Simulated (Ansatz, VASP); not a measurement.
BaTe in VASP and in Ansatz

```
CELL_PARAMETERS angstrom
0.00000 3.47140 3.47140
3.47140 0.00000 3.47140
3.47140 3.47140 0.00000
ATOMIC_POSITIONS crystal
Ba 0.00000 0.00000 0.00000
Te 0.53118 0.53118 0.53118
```

Change from the starting cell: all Te atoms moved +0.375 Å, as atom 2 along Cartesian [1 1 1].

Alike in both runs: task single point; functional PBEsol; k mesh 8 × 8 × 8; occupations gaussian, width 0.05 eV; no spin polarisation.

|  | VASP | Ansatz |
| --- | --- | --- |
| version | VASP 6.6.1 | Ansatz 0.2.0 |
| potentials or method | VASP PAW PBE potentials, release 64 (Ba_sv, Te), cutoff 520 eV | scalar-relativistic, plane waves, PAW |
| valence electrons in the cell | 16 | 26 |

|  | VASP | Ansatz | Ansatz less VASP |
| --- | --- | --- | --- |
| gap on the k mesh at the Fermi level (eV) | 1.89 | 1.96 | +0.064 |
| least direct gap on the mesh (eV) | 2.12 | 2.16 | +0.040 |
| pressure (GPa) | 1.5 | 1.1 | -0.43 |
| traceless stress, the component that is largest in VASP (GPa) | -0.42 | -0.39 | +0.026 |
| rms of the force components (eV/Å) | 0.514 | 0.487 | -0.0271 |

VASP's potentials were made for PBE, not for PBEsol. Atom by atom the forces differ by 0.027 eV/Å (rms over components). VASP's potentials hold 16 valence electrons a cell and Ansatz's 26, so a difference there can come from the potentials and not from the codes.

Spin-orbit coupling is off throughout.
